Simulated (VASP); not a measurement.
A run of VASP 6.6.1 is set up as follows.

File INCAR:

```
PREC = Accurate
ENCUT = 520
EDIFF = 1E-6
ISMEAR = -1
SIGMA = 0.02
LREAL = False
LASPH = True
NELM = 80
ALGO = Normal
ISIF = 2
LWAVE = False
LCHARG = True
GGA = PE
LELF = True
LVHAR = True
NBANDS = 11
```

Contents of KPOINTS:

```
Automatic mesh
0
Gamma
  10 10 10
```

Contents of POSCAR:

```
SiC
1.0
    0.0000000000      2.1780523510      2.0909302570
    2.1780523510      0.0000000000      2.0909302570
    2.1780523510      2.1780523510      0.0000000000
Si C
1 1
Direct
    0.0000000000      0.0000000000      0.0000000000
    0.2500000000      0.2500000000      0.2500000000
```

Potentials or basis: VASP PAW PBE potentials, release 64 (Si, C).

Launch:

```sh
$ cat potpaw_PBE.64/Si/POTCAR potpaw_PBE.64/C/POTCAR > POTCAR
$ mpirun -np 1 vasp_std > vasp.out
```

**Question.** Estimate the pressure.

**Answer.** 13.3 GPa.

**Question.** What does it give for the band gap on the k mesh?

**Answer.** 0.89 eV, indirect (least direct gap 4.53 eV).

Stress tensor (GPa, compression positive):
```
10.14  0.00  0.00
 0.00 10.14  0.00
 0.00  0.00 19.72
```

Caveat: the cell differs from its parent crystal (uniaxial z strain -4.0%). A k mesh can miss the band edges.
